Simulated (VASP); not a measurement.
# TiCo (Pm-3m) in VASP: further runs

Aim: see how the results for TiCo move with the level of theory and the settings. Levels: PBE, PBEsol. Tasks: single point.

Everything below comes from runs of VASP 6.6.1. Logs are shortened: lines on timing, memory, paths and dates and some standing lists are left out, and cuts for length are marked.

## 1. The cell of the first run

It takes space group Pm-3m (No. 221, cubic). The conventional cell has a = 3.045 Å, b = 3.045 Å, c = 3.045 Å, α = 90.00°, β = 90.00°, γ = 90.00°. Within 3.5 Å of Co (site symmetry m-3m) lie 8 Ti at 2.64 Å and 6 Co at 3.04 Å. Within 3.5 Å of Ti (site symmetry m-3m) lie 8 Co at 2.64 Å and 6 Ti at 3.04 Å.

## 2. Single point, PBE, collinear spin, ferromagnetic start

INCAR

```
PREC = Accurate
ENCUT = 600
EDIFF = 1E-6
ISMEAR = -1
SIGMA = 0.05
LREAL = F
LASPH = T
NELM = 200
ALGO = Normal
ISIF = 2
LWAVE = F
LCHARG = F
ISPIN = 2
MAGMOM = 2 1
LORBIT = 11
LMAXMIX = 4
GGA = PE
NBANDS = 26
GGA_COMPAT = F
```

KPOINTS

```
regular mesh
0
Gamma
  9 9 9
```

POSCAR

```
TiCo
1.0
    3.0446770546      0.0000000000      0.0000000000
    0.0000000000      3.0446770546      0.0000000000
    0.0000000000      0.0000000000      3.0446770546
Co Ti
1 1
Direct
    0.5000000000      0.5000000000      0.5000000000
    0.0000000000      0.0000000000      0.0000000000
```

Potentials or basis: VASP PAW PBE potentials, release 64 (Co_sv, Ti_sv).

Launch:

```console
cat potpaw_PBE.64/Co_sv/POTCAR potpaw_PBE.64/Ti_sv/POTCAR > POTCAR
mpirun -np 1 vasp_std > vasp.out
```

OUTCAR:

```text
PREC = Accurate
   ENCUT = 600
   EDIFF = 1E-6
   ISMEAR = -1
   LREAL = F
   LASPH = T
   NELM = 200
   ISIF = 2
   ISPIN = 2
   LORBIT = 11
   GGA = PE

 ion  position               nearest neighbor table
   1  0.500  0.500  0.500-   2 2.64   2 2.64   2 2.64   2 2.64   2 2.64   2 2.64   2 2.64   2 2.64

   2  0.000  0.000  0.000-   1 2.64   1 2.64   1 2.64   1 2.64   1 2.64   1 2.64   1 2.64   1 2.64

  LATTYP: Found a simple cubic cell.
 ALAT       =     3.0446770546

  Lattice vectors:

 A1 = (   3.0446770546,   0.0000000000,   0.0000000000)
 A2 = (   0.0000000000,   3.0446770546,   0.0000000000)
 A3 = (   0.0000000000,   0.0000000000,   3.0446770546)

Analysis of symmetry for initial positions (statically):
=====================================================================
 Subroutine PRICEL returns:
 Original cell was already a primitive cell.

 Routine SETGRP: Setting up the symmetry group for a
 simple cubic supercell.

 Subroutine GETGRP returns: Found 48 space group operations
 (whereof 48 operations were pure point group operations)
 out of a pool of 48 trial point group operations.

The static configuration has the point symmetry O_h .

Analysis of symmetry for dynamics (positions and initial velocities):
=====================================================================
 Subroutine PRICEL returns:
 Original cell was already a primitive cell.

 Routine SETGRP: Setting up the symmetry group for a
 simple cubic supercell.

 Subroutine GETGRP returns: Found 48 space group operations
 (whereof 48 operations were pure point group operations)
 out of a pool of 48 trial point group operations.

The dynamic configuration has the point symmetry O_h .

Analysis of structural, dynamic, and magnetic symmetry:
=====================================================================
 Subroutine PRICEL returns:
 Original cell was already a primitive cell.

 Routine SETGRP: Setting up the symmetry group for a
 simple cubic supercell.

 Subroutine GETGRP returns: Found 48 space group operations
 (whereof 48 operations were pure point group operations)
 out of a pool of 48 trial point group operations.

The overall configuration has the point symmetry O_h .

 Subroutine INISYM returns: Found 48 space group operations
 (whereof 48 operations are pure point group operations),
 and found     1 'primitive' translations

----------------------------------------------------------------------------------------

                                     Primitive cell

  volume of cell :      28.2243

  direct lattice vectors                    reciprocal lattice vectors
     3.044677055  0.000000000  0.000000000     0.328442059  0.000000000  0.000000000
     0.000000000  3.044677055  0.000000000     0.000000000  0.328442059  0.000000000
     0.000000000  0.000000000  3.044677055     0.000000000  0.000000000  0.328442059

  length of vectors
     3.044677055  3.044677055  3.044677055     0.328442059  0.328442059  0.328442059

  position of ions in fractional coordinates (direct lattice)
     0.500000000  0.500000000  0.500000000
     0.000000000  0.000000000  0.000000000

  ion indices of the primitive-cell ions
   primitive index   ion index
                 1           1
                 2           2

----------------------------------------------------------------------------------------

 KPOINTS: regular mesh

Automatic generation of k-mesh.
 Grid dimensions read from file:
 generate k-points for:    9    9    9

 Generating k-lattice:

  Cartesian coordinates                     Fractional coordinates (reciprocal lattice)
     0.036493562  0.000000000  0.000000000     0.111111111  0.000000000  0.000000000
     0.000000000  0.036493562  0.000000000     0.000000000  0.111111111  0.000000000
     0.000000000  0.000000000  0.036493562     0.000000000  0.000000000  0.111111111

  Length of vectors
     0.036493562  0.036493562  0.036493562

  Shift w.r.t. Gamma in fractional coordinates (k-lattice)
     0.000000000  0.000000000  0.000000000

 Subroutine IBZKPT returns following result:
 ===========================================

 Found     35 irreducible k-points:

 Following reciprocal coordinates:
            Coordinates               Weight
  0.000000  0.000000  0.000000      1.000000
  0.111111  0.000000  0.000000      6.000000
  0.222222  0.000000  0.000000      6.000000
  0.333333  0.000000  0.000000      6.000000
  0.444444  0.000000  0.000000      6.000000
  0.111111  0.111111  0.000000     12.000000
[... 16 lines left out ...]
  0.333333  0.333333  0.111111     24.000000
  0.444444  0.333333  0.111111     48.000000
 [... further k-points ...]
   k-points           NKPTS =     35   k-points in BZ     NKDIM =     35   number of bands    NBANDS=     26
   number of dos      NEDOS =    301   number of ions     NIONS =      2
   total plane-waves  NPLWV =  13824
   dimension x,y,z NGX =    24 NGY =   24 NGZ =   24
   dimension x,y,z NGXF=    48 NGYF=   48 NGZF=   48
   ions per type =               1   1
   NGX,Y,Z   is equivalent  to a cutoff of  13.10, 13.10, 13.10 a.u.
   NGXF,Y,Z  is equivalent  to a cutoff of  26.21, 26.21, 26.21 a.u.
 SYSTEM =  unknown system
   PREC   = accura    normal or accurate (medium, high low for compatibility)
   ISTART =      0    job   : 0-new  1-cont  2-samecut
   ICHARG =      2    charge: 1-file 2-atom 10-const
   ISPIN  =      2    spin polarized calculation?
   LNONCOLLINEAR =      F non collinear calculations
   LSORBIT =      F    spin-orbit coupling
   LASPH  =      T    aspherical Exc in radial PAW
   ENCUT  =  600.0 eV  44.10 Ry    6.64 a.u.   6.08  6.08  6.08*2*pi/ulx,y,z
   NELM   =    200;   NELMIN=  2; NELMDL= -5     # of ELM steps
   EDIFF  = 0.1E-05   stopping-criterion for ELM
   LREAL  =      F    real-space projection
   EDIFFG = 0.1E-04   stopping-criterion for IOM
   NSW    =      0    number of steps for IOM
   IBRION =     -1    ionic relax: 0-MD 1-quasi-New 2-CG
   NFREE  =      0    steps in history (QN), initial steepest desc. (CG)
   ISIF   =      2    stress and relaxation
   ISYM   =      2    0-nonsym 1-usesym 2-fastsym
   POTIM  = 0.5000    time-step for ionic-motion
   TEBEG  =    0.0;   TEEND  =   0.0 temperature during run
   PSTRESS=    0.0 pullay stress
   NELECT =      29.0000    total number of electrons
   NUPDOWN=      -1.0000    fix difference up-down
   EMIN   =  10.00;   EMAX   =-10.00  energy-range for DOS
   EFERMI =   0.00;   METHOD = LEGACY
   ISMEAR =    -1;   SIGMA  =   0.05  broadening in eV -4-tet -1-fermi 0-gaus
   EFERMI_NEDOS =   21; number of points for ismear=-14 and -15
   IALGO  =     38    algorithm
   IMIX   =      4    mixing-type and parameters
     AMIX     =   0.40;   BMIX     =  1.00
     AMIX_MAG =   1.60;   BMIX_MAG =  1.00
  volume/ion in A,a.u.               =      14.11        95.23
  Fermi-wavevector in a.u.,A,eV,Ry     =   1.651960  3.121752 37.129928  2.728973
  Thomas-Fermi vector in A             =   2.740651
   LORBIT       =     11    0 simple, 1 ext, 2 COOP (PROOUT), +10 PAW based schemes
   GGA     = PE    functional components
   LHFCALC =     F    Hartree Fock is set to
   AEXX    =    0.0000 exact exchange contribution
   IVDW    =     0    specifies the selected vdW correction
   LEPSILON=     F    determine dielectric tensor
   LRPA    =     F    only Hartree local field effects (RPA)
 spin polarized calculation
  energy-cutoff  :      600.00
  volume of cell :       28.22
 maximum number of plane-waves:       956
   NGX = 13   NGY = 13   NGZ = 13

 number of electron      28.9999967 magnetization       0.8661146

 Free energy of the ion-electron system (eV)
  ---------------------------------------------------
  ext. energy  EPLUGINS =         0.00000000
  ---------------------------------------------------
  free energy    TOTEN  =       -15.70562390 eV

  energy without entropy =      -15.68775720  energy(sigma->0) =      -15.69669055

 E-fermi :   9.8687     XC(G=0): -12.4593

 val. band max:        9.8631662673   @ k =   0.3333   0.3333   0.1111
 cond. band min:       9.9010698117   @ k =   0.3333   0.1111   0.0000
 fundamental gap:      0.0379035444
 Fermi energy:         9.8687444627

 spin component 1

 k-point     1 :       0.0000    0.0000    0.0000
  band No.  band energies     occupation
      1     -85.8706      1.00000
      2     -49.1195      1.00000
      3     -49.1195      1.00000
      4     -49.1195      1.00000
      5     -47.3406      1.00000
      6     -23.4485      1.00000
[... 18 lines left out ...]
     25      27.9775      0.00000
     26      30.3206      0.00000
[... 644 lines left out ...]
      4     -49.1188      1.00000
      5     -47.2959      1.00000
      6     -23.6527      1.00000
[... 18 lines left out ...]
     25      26.0349      0.00000
     26      28.8217      0.00000

 [... further k-points ...]

 spin component 2

 k-point     1 :       0.0000    0.0000    0.0000
  band No.  band energies     occupation
      1     -84.6451      1.00000
      2     -47.9244      1.00000
      3     -47.9244      1.00000
      4     -47.9244      1.00000
      5     -47.3930      1.00000
      6     -23.5020      1.00000
[... 18 lines left out ...]
     25      28.1125      0.00000
     26      30.1473      0.00000
[... 644 lines left out ...]
      4     -47.9237      1.00000
      5     -47.3438      1.00000
      6     -23.7089      1.00000
[... 18 lines left out ...]
     25      26.0463      0.00000
     26      28.7501      0.00000

 [... further k-points ...]

------------------------ aborting loop because EDIFF is reached ----------------------------------------

  FORCE on cell =-STRESS in cart. coord.  units (eV):
  Direction    XX          YY          ZZ          XY          YZ          ZX
  --------------------------------------------------------------------------------------
  -------------------------------------------------------------------------------------
  Total       -1.7973042     -1.7973042     -1.7973042     -0.0000000     -0.0000000      0.0000000
  in kB     -102.0254397   -102.0254397   -102.0254397     -0.0000000     -0.0000000      0.0000000
  external PRESSURE =    -102.0254397 kB  Pullay stress =       0.0000000 kB

 VOLUME and BASIS-vectors are now :
 -----------------------------------------------------------------------------
  energy-cutoff  :      600.00
  volume of cell :       28.22
      direct lattice vectors                 reciprocal lattice vectors
     3.044677055  0.000000000  0.000000000     0.328442059  0.000000000  0.000000000
     0.000000000  3.044677055  0.000000000     0.000000000  0.328442059  0.000000000
     0.000000000  0.000000000  3.044677055     0.000000000  0.000000000  0.328442059

 POSITION                                       TOTAL-FORCE (eV/Angst)
 -----------------------------------------------------------------------------------
      1.52234      1.52234      1.52234         0.000000      0.000000      0.000000
      0.00000      0.00000      0.00000         0.000000      0.000000      0.000000
 -----------------------------------------------------------------------------------
    total drift:                                0.000000      0.000000     -0.000000

  FREE ENERGIE OF THE ION-ELECTRON SYSTEM (eV)
  ---------------------------------------------------
  free  energy   TOTEN  =       -15.7056239018 eV

  energy  without entropy=      -15.6877572014  energy(sigma->0) =      -15.69669055

 total charge

# of ion       s       p       d       tot
------------------------------------------
    1        2.258   6.091   6.708  15.058
    2        2.234   6.162   1.815  10.211
--------------------------------------------------
tot          4.492  12.253   8.523  25.269

 magnetization (x)

# of ion       s       p       d       tot
------------------------------------------
    1        0.017  -0.001   0.997   1.013
    2       -0.003  -0.017  -0.056  -0.077
--------------------------------------------------
tot          0.013  -0.018   0.941   0.937
```

Wall time 22 s (1 thread of Intel Xeon 6975P-C (Granite Rapids), shared host); peak memory 0.18 GiB.

Results:

```
Free energy                                           : -15.7056 eV
Pressure                                              : -10.2 GPa
Net moment                                            : 0.87 μB per cell
Site moments                                          : Co +1.01; Ti -0.08 μB
Valence electrons inside the program's atomic spheres : Co 15.06; Ti 10.21
```

Levels at points of the mesh, in eV from the Fermi level:
Spin up:
| k point | band 11 | band 12 | band 13 | band 14 | band 15 | band 16 | band 17 | band 18 | band 19 | band 20 |
| --- | --- | --- | --- | --- | --- | --- | --- | --- | --- | --- |
| (0.00, 0.00, 0.00) | -3.93 | -1.81 | -1.81 | -1.81 | 0.44 | 0.44 | 2.49 | 2.49 | 2.49 | 8.49 |
Spin down:
| k point | band 11 | band 12 | band 13 | band 14 | band 15 | band 16 | band 17 | band 18 |
| --- | --- | --- | --- | --- | --- | --- | --- | --- |
| (0.00, 0.00, 0.00) | -3.21 | -1.20 | -1.20 | -1.20 | 1.01 | 1.01 | 2.56 | 2.56 |

## 3. Single point, PBEsol, collinear spin, ferromagnetic start

This run uses another cell than the first one, of 13.31 Å³/atom, 0.943 times its volume.

INCAR

```
SYSTEM = TiCo
PREC     = Accurate       ! precision mode
ENCUT    = 600            ! plane-wave cutoff, eV
EDIFF    = 1E-6           ! SCF threshold, eV
ISMEAR   = -1             ! smearing method
SIGMA    = 0.05           ! smearing width, eV
LREAL    = .FALSE.        ! projectors in reciprocal space
LASPH    = .TRUE.         ! aspherical terms in the spheres
NELM     = 200            ! most SCF steps
ALGO     = Normal         ! electronic algorithm
ISIF     = 2              ! what is computed and relaxed
LWAVE    = .FALSE.        ! write WAVECAR
LCHARG   = .TRUE.         ! write CHGCAR
ISPIN    = 2              ! spin polarisation
MAGMOM   = 3 1.5          ! initial moments
LORBIT   = 11             ! projections on sites
NUPDOWN  = 4.5            ! fixed moment
LMAXMIX  = 4              ! l up to which the mixer works
GGA      = PS             ! functional
LELF     = .TRUE.         ! ELF
LVHAR    = .TRUE.       
NBANDS   = 26             ! bands
GGA_COMPAT= .FALSE.
```

KPOINTS

```
regular mesh
0
G
  8 8 8
  0 0 0
```

POSCAR

```
TiCo
1.0
    2.9861109900      0.0000000000      0.0000000000
    0.0000000000      2.9861109900      0.0000000000
    0.0000000000      0.0000000000      2.9861109900
Co Ti
1 1
Direct
    0.5000000000      0.5000000000      0.5000000000
    0.0000000000      0.0000000000      0.0000000000
```

Potentials or basis: VASP PAW PBE potentials, release 64 (Co_sv, Ti_sv).

Launch:

```console
cat potpaw_PBE.64/Co_sv/POTCAR potpaw_PBE.64/Ti_sv/POTCAR > POTCAR
mpirun -np 1 vasp_std > vasp.out
```

Wall time 29 s (1 thread of Intel Xeon Platinum 8488C (Sapphire Rapids), shared host); peak memory 0.18 GiB.

It converged, with:

- Free energy: -14.0808 eV
- Pressure: 17.2 GPa
- Net moment: 4.50 μB per cell
- Site moments: Co +2.15; Ti +1.47 μB
- Valence electrons inside the program's atomic spheres: Co 15.03; Ti 10.47

Caveat: the PAW data sets were made with another functional, which shifts forces and pressure a little; the total moment is fixed, so each spin has its own Fermi level.

## 4. Single point, PBE, collinear spin, ferromagnetic start

This run uses another cell than the first one, of 13.31 Å³/atom, 0.943 times its volume.

INCAR

```
SYSTEM = TiCo
  ALGO = Normal
  EDIFF = 1E-6
  ENCUT = 600
  GGA = PE
  GGA_COMPAT = .FALSE.
  ISIF = 2
  ISMEAR = -1
  ISPIN = 2
  LASPH = .TRUE.
  LCHARG = .FALSE.
  LMAXMIX = 4
  LORBIT = 11
  LREAL = .FALSE.
  LWAVE = .FALSE.
  MAGMOM = 2 1
  NBANDS = 26
  NELM = 200
  NUPDOWN = 3.0
  PREC = Accurate
  SIGMA = 0.05
```

KPOINTS

```
k-points
0
G
  8 8 8
  0 0 0
```

POSCAR is that of step 3.

Launch:

```console
cat potpaw_PBE.64/Co_sv/POTCAR potpaw_PBE.64/Ti_sv/POTCAR > POTCAR
mpirun -np 1 vasp_std > vasp.out
```

Wall time 19 s (1 thread of Intel Xeon 6975P-C (Granite Rapids), shared host); peak memory 0.18 GiB.

It converged, with:

```
Free energy                                           : -14.5543 eV
Pressure                                              : 10.1 GPa
Net moment                                            : 3.00 μB per cell
Site moments                                          : Co +1.75; Ti +0.78 μB
Valence electrons inside the program's atomic spheres : Co 15.07; Ti 10.37
```

Caveat: the total moment is fixed, so each spin has its own Fermi level.

## 5. The runs side by side

| level | fixed moment (μB) | cell | k mesh | pressure (GPa) | moment (μB) |
| --- | --- | --- | --- | --- | --- |
| PBE | - | a = 3.045 Å, 2 atoms | 9 × 9 × 9 | -10.2 | 0.87 |
| PBEsol | 4.5 | a = 2.986 Å, 2 atoms | 8 × 8 × 8 | 17.2 | 4.50 |
| PBE | 3.0 | a = 2.986 Å, 2 atoms | 8 × 8 × 8 | 10.1 | 3.00 |

Alike in all rows: task single point; potentials or basis VASP PAW PBE potentials, release 64 (Co_sv, Ti_sv); spin collinear, ferromagnetic start; cutoff (eV) 600; smearing fermi-dirac 0.05 eV.

Caveats: the total moment is fixed, so each spin has its own Fermi level (some runs); the PAW data sets were made with another functional, which shifts forces and pressure a little (some runs).

Total energies depend on the potentials used, so only differences within one code and one set of settings carry meaning.
